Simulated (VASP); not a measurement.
# GaP (F-43m) in VASP: settings compared

Aim: see how the results for GaP move with the level of theory and the settings. Levels: HF, PBE. Tasks: single point.

All numbers are computed with VASP 6.6.1; they aren't measurements. Logs are shortened: lines on timing, memory, paths and dates and some standing lists are left out, and cuts for length are marked.

## (1) The cell of the first run

It takes space group F-43m (No. 216, cubic). Conventional cell: a = 5.451 Å, b = 5.451 Å, c = 5.451 Å, α = 90.00°, β = 90.00°, γ = 90.00°. Within 3.1 Å of Ga (site symmetry -43m) lie 4 P at 2.36 Å. P (site symmetry -43m) has 4 Ga at 2.36 Å within 3.1 Å.

## (2) Single point, HF

Contents of POSCAR:

```
GaP
1.0
    0.0000000000      2.7254101929      2.7254101929
    2.7254101929      0.0000000000      2.7254101929
    2.7254101929      2.7254101929      0.0000000000
Ga P
1 1
Direct
    0.0000000000      0.0000000000      0.0000000000
    0.2500000000      0.2500000000      0.2500000000
```

Contents of INCAR.step1:

```
ALGO = Normal
EDIFF = 1E-5
ENCUT = 520
GGA = PE
ISIF = 2
ISMEAR = 0
LASPH = True
LCHARG = False
LREAL = False
LWAVE = True
NBANDS = 16
NELM = 100
PREC = Accurate
SIGMA = 0.01
```

Contents of INCAR.step2:

```
AEXX = 1.0
AGGAC = 0.0
ALDAC = 0.0
ALGO = Normal
EDIFF = 1E-7
ENCUT = 520
GGA = PE
ISIF = 2
ISMEAR = 0
ISTART = 1
LASPH = True
LCHARG = False
LHFCALC = True
LREAL = False
LWAVE = False
NBANDS = 16
NELM = 100
PREC = Accurate
PRECFOCK = Normal
SIGMA = 0.01
```

Contents of KPOINTS:

```
k-points
0
Gamma
  6 6 6
```

Potentials or basis: VASP PAW PBE potentials, release 64 (Ga_d, P).

Run with:

```console
$ cat potpaw_PBE.64/Ga_d/POTCAR potpaw_PBE.64/P/POTCAR > POTCAR
$ cp INCAR.step1 INCAR
$ mpirun -np 1 vasp_std > vasp.out
$ cp INCAR.step2 INCAR
$ mpirun -np 1 vasp_std > vasp.out
```

OUTCAR:

```text
AEXX = 1.0
   EDIFF = 1E-7
   ENCUT = 520
   GGA = PE
   ISIF = 2
   ISMEAR = 0
   ISTART = 1
   LASPH = True
   LHFCALC = True
   LREAL = False
   NELM = 100
   PREC = Accurate
   PRECFOCK = Normal

 ion  position               nearest neighbor table
   1  0.000  0.000  0.000-   2 2.36   2 2.36   2 2.36   2 2.36
   2  0.250  0.250  0.250-   1 2.36   1 2.36   1 2.36   1 2.36

  LATTYP: Found a face centered cubic cell.
 ALAT       =     5.4508203858

  Lattice vectors:

 A1 = (   0.0000000000,   2.7254101929,   2.7254101929)
 A2 = (   2.7254101929,   0.0000000000,   2.7254101929)
 A3 = (   2.7254101929,   2.7254101929,   0.0000000000)

Analysis of symmetry for initial positions (statically):
=====================================================================
 Subroutine PRICEL returns:
 Original cell was already a primitive cell.

 Routine SETGRP: Setting up the symmetry group for a
 face centered cubic supercell.

 Subroutine GETGRP returns: Found 24 space group operations
 (whereof 24 operations were pure point group operations)
 out of a pool of 48 trial point group operations.

The static configuration has the point symmetry T_d .

Analysis of symmetry for dynamics (positions and initial velocities):
=====================================================================
 Subroutine PRICEL returns:
 Original cell was already a primitive cell.

 Routine SETGRP: Setting up the symmetry group for a
 face centered cubic supercell.

 Subroutine GETGRP returns: Found 24 space group operations
 (whereof 24 operations were pure point group operations)
 out of a pool of 48 trial point group operations.

The dynamic configuration has the point symmetry T_d .

 Subroutine INISYM returns: Found 24 space group operations
 (whereof 24 operations are pure point group operations),
 and found     1 'primitive' translations

----------------------------------------------------------------------------------------

                                     Primitive cell

  volume of cell :      40.4879

  direct lattice vectors                    reciprocal lattice vectors
     0.000000000  2.725410193  2.725410193    -0.183458623  0.183458623  0.183458623
     2.725410193  0.000000000  2.725410193     0.183458623 -0.183458623  0.183458623
     2.725410193  2.725410193  0.000000000     0.183458623  0.183458623 -0.183458623

  length of vectors
     3.854312058  3.854312058  3.854312058     0.317759655  0.317759655  0.317759655

  position of ions in fractional coordinates (direct lattice)
     0.000000000  0.000000000  0.000000000
     0.250000000  0.250000000  0.250000000

  ion indices of the primitive-cell ions
   primitive index   ion index
                 1           1
                 2           2

----------------------------------------------------------------------------------------

 KPOINTS: k-points

Automatic generation of k-mesh.
 Grid dimensions read from file:
 generate k-points for:    6    6    6

 Generating k-lattice:

  Cartesian coordinates                     Fractional coordinates (reciprocal lattice)
    -0.030576437  0.030576437  0.030576437     0.166666667  0.000000000  0.000000000
     0.030576437 -0.030576437  0.030576437     0.000000000  0.166666667  0.000000000
     0.030576437  0.030576437 -0.030576437     0.000000000  0.000000000  0.166666667

  Length of vectors
     0.052959943  0.052959943  0.052959943

  Shift w.r.t. Gamma in fractional coordinates (k-lattice)
     0.000000000  0.000000000  0.000000000

 Subroutine IBZKPT returns following result:
 ===========================================

 Found     16 irreducible k-points:

 Following reciprocal coordinates:
            Coordinates               Weight
  0.000000  0.000000  0.000000      1.000000
  0.166667  0.000000  0.000000      8.000000
  0.333333  0.000000  0.000000      8.000000
  0.500000  0.000000  0.000000      4.000000
  0.166667  0.166667  0.000000      6.000000
  0.333333  0.166667  0.000000     24.000000
[... 8 lines left out ...]
 -0.333333  0.333333  0.166667     24.000000
 -0.333333  0.500000  0.166667     12.000000
   k-points           NKPTS =     16   k-points in BZ     NKDIM =    216   number of bands    NBANDS=     16
   number of dos      NEDOS =    301   number of ions     NIONS =      2
   total plane-waves  NPLWV =  27000
   dimension x,y,z NGX =    30 NGY =   30 NGZ =   30
   dimension x,y,z NGXF=    60 NGYF=   60 NGZF=   60
   ions per type =               1   1
   NGX,Y,Z   is equivalent  to a cutoff of  12.94, 12.94, 12.94 a.u.
   NGXF,Y,Z  is equivalent  to a cutoff of  25.88, 25.88, 25.88 a.u.
 SYSTEM =  unknown system
   PREC   = accura    normal or accurate (medium, high low for compatibility)
   ISTART =      1    job   : 0-new  1-cont  2-samecut
   ICHARG =      0    charge: 1-file 2-atom 10-const
   ISPIN  =      1    spin polarized calculation?
   LNONCOLLINEAR =      F non collinear calculations
   LSORBIT =      F    spin-orbit coupling
   LASPH  =      T    aspherical Exc in radial PAW
   ENCUT  =  520.0 eV  38.22 Ry    6.18 a.u.   7.17  7.17  7.17*2*pi/ulx,y,z
   NELM   =    100;   NELMIN=  2; NELMDL=  0     # of ELM steps
   EDIFF  = 0.1E-06   stopping-criterion for ELM
   LREAL  =      F    real-space projection
   EDIFFG = 0.1E-05   stopping-criterion for IOM
   NSW    =      0    number of steps for IOM
   IBRION =     -1    ionic relax: 0-MD 1-quasi-New 2-CG
   NFREE  =      0    steps in history (QN), initial steepest desc. (CG)
   ISIF   =      2    stress and relaxation
   ISYM   =      3    0-nonsym 1-usesym 2-fastsym
   POTIM  = 0.5000    time-step for ionic-motion
   TEBEG  =    0.0;   TEEND  =   0.0 temperature during run
   PSTRESS=    0.0 pullay stress
   NELECT =      18.0000    total number of electrons
   NUPDOWN=      -1.0000    fix difference up-down
   EMIN   =  10.00;   EMAX   =-10.00  energy-range for DOS
   EFERMI =   0.00;   METHOD = LEGACY
   ISMEAR =     0;   SIGMA  =   0.01  broadening in eV -4-tet -1-fermi 0-gaus
   EFERMI_NEDOS =   21; number of points for ismear=-14 and -15
   IALGO  =     38    algorithm
   IMIX   =      1    mixing-type and parameters
     AMIX     =   0.40;   BMIX     =  1.00
     AMIX_MAG =   1.60;   BMIX_MAG =  1.00
  volume/ion in A,a.u.               =      20.24       136.61
  Fermi-wavevector in a.u.,A,eV,Ry     =   1.249464  2.361145 21.240880  1.561161
  Thomas-Fermi vector in A             =   2.383503
   LORBIT       =      0    0 simple, 1 ext, 2 COOP (PROOUT), +10 PAW based schemes
   GGA     = PE    functional components
   LHFCALC =     T    Hartree Fock is set to
   PRECFOCK=normal    Normal, Fast or Accurate (Low or Medium for compatibility)
   ENCUT4O =  -1.0   cutoff for four orbital integrals eV
   NKREDX  =     1    reduce k-point grid by
   NKREDY  =     1    reduce k-point grid by
   NKREDZ  =     1    reduce k-point grid by
   AEXX    =    1.0000 exact exchange contribution
   HFSCREEN=    0.0000 screening length (either q_TF or 0.3 A-1)
   HFSCREENC=   0.0000 screening length for correlation (either q_TF or 0.3 A-1)
   ENCUTFOCK=  -1.0 apply spherical cutoff to Coloumb kernel
   IVDW    =     0    specifies the selected vdW correction
   LEPSILON=     F    determine dielectric tensor
   LRPA    =     F    only Hartree local field effects (RPA)
 non-spin polarized calculation
 Gauss-broadening in eV      SIGMA  =   0.01
  energy-cutoff  :      520.00
  volume of cell :       40.49
 maximum number of plane-waves:      1113
 NGX is ok and might be reduce to    30
  NGX = 24; NGY = 24; NGZ = 24

 number of electron      17.9999988 magnetization

 Free energy of the ion-electron system (eV)
  ---------------------------------------------------
  ext. energy  EPLUGINS =         0.00000000
  ---------------------------------------------------
  free energy    TOTEN  =       -17.21481044 eV

  energy without entropy =      -17.21481044  energy(sigma->0) =      -17.21481044

 E-fermi :   2.6315     XC(G=0):   0.0000

 val. band max:        2.5449801077   @ k =   0.0000   0.0000   0.0000
 cond. band min:      10.2145127502   @ k =   0.5000   0.5000   0.0000
 fundamental gap:      7.6695326425
 Fermi energy:         2.6314546117

 k-point     1 :       0.0000    0.0000    0.0000
  band No.  band energies     occupation
      1     -22.0411      2.00000
      2     -22.0411      2.00000
      3     -22.0411      2.00000
      4     -21.9200      2.00000
      5     -21.9200      2.00000
      6     -15.0018      2.00000
[... 8 lines left out ...]
     15      20.1721      0.00000
     16      20.1721      0.00000

 k-point     2 :       0.1667    0.0000    0.0000
  band No.  band energies     occupation
      1     -22.0478      2.00000
      2     -22.0351      2.00000
      3     -22.0351      2.00000
      4     -21.9203      2.00000
      5     -21.9203      2.00000
      6     -14.5348      2.00000
[... 8 lines left out ...]
     15      19.0503      0.00000
     16      20.4453      0.00000

 k-point     3 :       0.3333    0.0000    0.0000
  band No.  band energies     occupation
      1     -22.0614      2.00000
      2     -22.0241      2.00000
      3     -22.0241      2.00000
      4     -21.9196      2.00000
      5     -21.9196      2.00000
      6     -13.2846      2.00000
[... 8 lines left out ...]
     15      20.0608      0.00000
     16      20.0608      0.00000

 k-point     4 :       0.5000    0.0000    0.0000
  band No.  band energies     occupation
      1     -22.0683      2.00000
      2     -22.0194      2.00000
      3     -22.0194      2.00000
      4     -21.9184      2.00000
      5     -21.9184      2.00000
      6     -12.2986      2.00000
[... 8 lines left out ...]
     15      22.8486      0.00000
     16      22.8486      0.00000

 k-point     5 :       0.1667    0.1667    0.0000
  band No.  band energies     occupation
      1     -22.0568      2.00000
      2     -22.0291      2.00000
      3     -22.0291      2.00000
      4     -21.9248      2.00000
      5     -21.9169      2.00000
      6     -14.3768      2.00000
[... 8 lines left out ...]
     15      20.7434      0.00000
     16      21.6288      0.00000

 k-point     6 :       0.3333    0.1667    0.0000
  band No.  band energies     occupation
      1     -22.0686      2.00000
      2     -22.0194      2.00000
      3     -22.0174      2.00000
      4     -21.9277      2.00000
      5     -21.9149      2.00000
      6     -13.3650      2.00000
[... 8 lines left out ...]
     15      21.4533      0.00000
     16      22.1637      0.00000
[... 115 lines left out ...]
 k-point    13 :       0.5000    0.5000    0.0000
  band No.  band energies     occupation
      1     -22.0999      2.00000
      2     -21.9917      2.00000
      3     -21.9917      2.00000
      4     -21.9430      2.00000
      5     -21.9071      2.00000
      6     -11.1197      2.00000
[... 8 lines left out ...]
     15      23.7001      0.00000
     16      23.9363      0.00000

 k-point    14 :       0.5000    0.3333    0.1667
  band No.  band energies     occupation
      1     -22.0776      2.00000
      2     -22.0129      2.00000
      3     -22.0055      2.00000
      4     -21.9302      2.00000
      5     -21.9145      2.00000
      6     -12.2517      2.00000
[... 8 lines left out ...]
     15      23.0023      0.00000
     16      24.7956      0.00000

 k-point    15 :      -0.3333    0.3333    0.1667
  band No.  band energies     occupation
      1     -22.0792      2.00000
      2     -22.0125      2.00000
      3     -21.9998      2.00000
      4     -21.9289      2.00000
      5     -21.9164      2.00000
      6     -11.4257      2.00000
[... 8 lines left out ...]
     15      23.5579      0.00000
     16      24.2085      0.00000

 k-point    16 :      -0.3333    0.5000    0.1667
  band No.  band energies     occupation
      1     -22.0882      2.00000
      2     -22.0051      2.00000
      3     -21.9927      2.00000
      4     -21.9356      2.00000
      5     -21.9125      2.00000
      6     -11.0449      2.00000
[... 8 lines left out ...]
     15      23.3800      0.00000
     16      25.1350      0.00000

------------------------ aborting loop because EDIFF is reached ----------------------------------------

  FORCE on cell =-STRESS in cart. coord.  units (eV):
  Direction    XX          YY          ZZ          XY          YZ          ZX
  --------------------------------------------------------------------------------------
  -------------------------------------------------------------------------------------
  Total        1.2834617      1.2834617      1.2834617      0.0000000     -0.0000000     -0.0000000
  in kB       50.7887925     50.7887925     50.7887925      0.0000000     -0.0000000     -0.0000000
  external PRESSURE =      50.7887925 kB  Pullay stress =       0.0000000 kB

 VOLUME and BASIS-vectors are now :
 -----------------------------------------------------------------------------
  energy-cutoff  :      520.00
  volume of cell :       40.49
      direct lattice vectors                 reciprocal lattice vectors
     0.000000000  2.725410193  2.725410193    -0.183458623  0.183458623  0.183458623
     2.725410193  0.000000000  2.725410193     0.183458623 -0.183458623  0.183458623
     2.725410193  2.725410193  0.000000000     0.183458623  0.183458623 -0.183458623

 POSITION                                       TOTAL-FORCE (eV/Angst)
 -----------------------------------------------------------------------------------
      0.00000      0.00000      0.00000        -0.000000     -0.000000     -0.000000
      1.36271      1.36271      1.36271         0.000000      0.000000      0.000000
 -----------------------------------------------------------------------------------
    total drift:                               -0.000002     -0.000003     -0.000002

  FREE ENERGIE OF THE ION-ELECTRON SYSTEM (eV)
  ---------------------------------------------------
  free  energy   TOTEN  =       -17.2148104384 eV

  energy  without entropy=      -17.2148104384  energy(sigma->0) =      -17.21481044
```

Run time: 75 min. Hardware: 1 thread of AMD EPYC 7R43 (Zen 3), shared host; peak memory 0.15 GiB.

What came out:

| Item | Value |
| --- | --- |
| Free energy | -17.2148 eV |
| Pressure | 5.1 GPa |
| Band gap on the k mesh | 7.67 eV (least direct gap 9.17 eV) |

Caveat: the cell stands under pressure; the PAW data sets were made with another functional, which shifts forces and pressure a little.

## (3) Single point, PBE

Contents of INCAR:

```
  PREC = Accurate
  ENCUT = 520
  EDIFF = 1E-7
  ISMEAR = 0
  SIGMA = 0.01
  LREAL = False
  LASPH = True
  NELM = 100
  ALGO = Normal
  ISIF = 2
  LWAVE = False
  LCHARG = True
  GGA = PE
  LELF = True
  LVHAR = True
  NBANDS = 16
```

Contents of KPOINTS:

```
Automatic mesh
0
Gamma
  4 4 4
```

POSCAR is that of step 2.

Potentials or basis: VASP PAW PBE potentials, release 64 (Ga_d, P).

Run with:

```console
$ cat potpaw_PBE.64/Ga_d/POTCAR potpaw_PBE.64/P/POTCAR > POTCAR
$ mpirun -np 1 vasp_std > vasp.out
```

Run time: 5.6 s. Hardware: 1 thread of AMD EPYC 9R45 (Zen 5), shared host; peak memory 0.13 GiB.

The run converged. Its results:

- Free energy: -8.9762 eV
- Pressure: 2.9 GPa
- Band gap on the k mesh: 1.63 eV (least direct gap 1.82 eV)

Levels at points of the mesh, in eV from the valence-band top:
| k point | band 6 | band 7 | band 8 | band 9 | band 10 | band 11 | band 12 | band 13 |
| --- | --- | --- | --- | --- | --- | --- | --- | --- |
| (0.00, 0.00, 0.00) | -12.50 | 0.00 | 0.00 | 0.00 | 1.82 | 3.86 | 3.86 | 3.86 |
| (0.50, 0.00, 0.00) | -10.43 | -6.65 | -1.12 | -1.12 | 1.65 | 4.69 | 4.69 | 8.27 |
| (0.50, 0.50, 0.00) | -9.52 | -6.78 | -2.69 | -2.69 | 1.63 | 1.80 | 10.58 | 10.58 |

Caveat: the k points lie up to 0.50 Å⁻¹ apart. A hybrid or GW would open this gap; PBE tends to underestimate it.

## (4) Single point, PBE

Contents of INCAR:

```
SYSTEM = GaP
PREC     = Accurate       ! precision mode
ENCUT    = 520            ! plane-wave cutoff, eV
EDIFF    = 1E-7           ! SCF threshold, eV
ISMEAR   = 0              ! smearing method
SIGMA    = 0.01           ! smearing width, eV
LREAL    = .FALSE.        ! projectors in reciprocal space
LASPH    = .TRUE.         ! aspherical terms in the spheres
NELM     = 60             ! most SCF steps
ALGO     = Normal         ! electronic algorithm
ISIF     = 2              ! what is computed and relaxed
LWAVE    = .FALSE.        ! write WAVECAR
LCHARG   = .FALSE.        ! write CHGCAR
GGA      = PE             ! functional
NBANDS   = 16             ! bands
```

Contents of KPOINTS:

```
regular mesh
0
G
  4 4 4
  0 0 0
```

POSCAR is that of step 3.

Run with:

```console
$ cat potpaw_PBE.64/Ga_d/POTCAR potpaw_PBE.64/P/POTCAR > POTCAR
$ mpirun -np 1 vasp_std > vasp.out
```

Run time: 5.4 s. Hardware: 1 thread of AMD EPYC 9R45 (Zen 5), shared host; peak memory 0.13 GiB.

It converged, with:

```
Free energy            : -8.9762 eV
Pressure               : 2.9 GPa
Band gap on the k mesh : 1.63 eV (least direct gap 1.82 eV)
```

Levels at points of the mesh, in eV from the valence-band top:
```
           k point  band 5  band 6  band 7  band 8  band 9  band 10  band 11  band 12  band 13  band 14
(0.00, 0.00, 0.00)  -14.50  -12.50    0.00    0.00    0.00     1.82     3.86     3.86     3.86     8.79
(0.50, 0.00, 0.00)  -14.49  -10.43   -6.65   -1.12   -1.12     1.65     4.69     4.69     8.27    10.89
(0.50, 0.50, 0.00)  -14.48   -9.52   -6.78   -2.69   -2.69     1.63     1.80    10.58    10.58    11.20
```

Caveat: the k points lie up to 0.50 Å⁻¹ apart. A hybrid or GW would open this gap; PBE tends to underestimate it.

## (5) Single point, PBE

Contents of INCAR:

```
SYSTEM = GaP
ALGO = Normal
EDIFF = 1E-6
ENCUT = 520
GGA = PE
ISIF = 2
ISMEAR = -1
LASPH = .TRUE.
LCHARG = .FALSE.
LREAL = .FALSE.
LWAVE = .FALSE.
NBANDS = 16
NELM = 80
PREC = Accurate
SIGMA = 0.02
```

Contents of KPOINTS:

```
k-points
0
G
  8 8 8
  0 0 0
```

POSCAR is that of step 4.

Run with:

```console
$ cat potpaw_PBE.64/Ga_d/POTCAR potpaw_PBE.64/P/POTCAR > POTCAR
$ mpirun -np 1 vasp_std > vasp.out
```

Run time: 11 s. Hardware: 1 thread of AMD EPYC 9R45 (Zen 5), shared host; peak memory 0.14 GiB.

The run converged. Its results:

```yaml
Free_energy: -9.1162 eV
Pressure: 2.4 GPa
Band_gap_on_the_k_mesh: 1.64 eV (least direct gap 1.82 eV)
```

Levels at points of the mesh, in eV from the valence-band top:
```csv
k point,band 5,band 6,band 7,band 8,band 9,band 10,band 11,band 12,band 13,band 14
"(0.00, 0.00, 0.00)",-14.45,-12.49,0.00,0.00,0.00,1.82,3.89,3.89,3.89,8.81
"(0.50, 0.00, 0.00)",-14.44,-10.42,-6.63,-1.12,-1.12,1.67,4.72,4.72,8.29,10.89
"(0.50, 0.50, 0.00)",-14.43,-9.53,-6.75,-2.68,-2.68,1.66,1.82,10.60,10.60,11.19
```

A k mesh can miss the band edges.

## (6) The runs side by side

| level | k mesh | smearing | grid for exact exchange (PRECFOCK) | share of exact exchange | gap on the mesh (eV) | pressure (GPa) |
| --- | --- | --- | --- | --- | --- | --- |
| HF | 6 × 6 × 6 | gaussian 0.01 eV | Normal | 1 | 7.67 | 5.1 |
| PBE | 4 × 4 × 4 | gaussian 0.01 eV | - | - | 1.63 | 2.9 |
| PBE | 8 × 8 × 8 | fermi-dirac 0.02 eV | - | - | 1.64 | 2.4 |

Alike in all rows: task single point; potentials or basis VASP PAW PBE potentials, release 64 (Ga_d, P); no spin polarisation; cell as given; cutoff (eV) 520.

Caveats: some runs use coarse meshes; the cell stands under pressure (at least some runs); the PAW data sets were made with another functional, which shifts forces and pressure a little (at least some runs).

Total energies depend on the potentials used, so only differences within one code and one set of settings carry meaning.
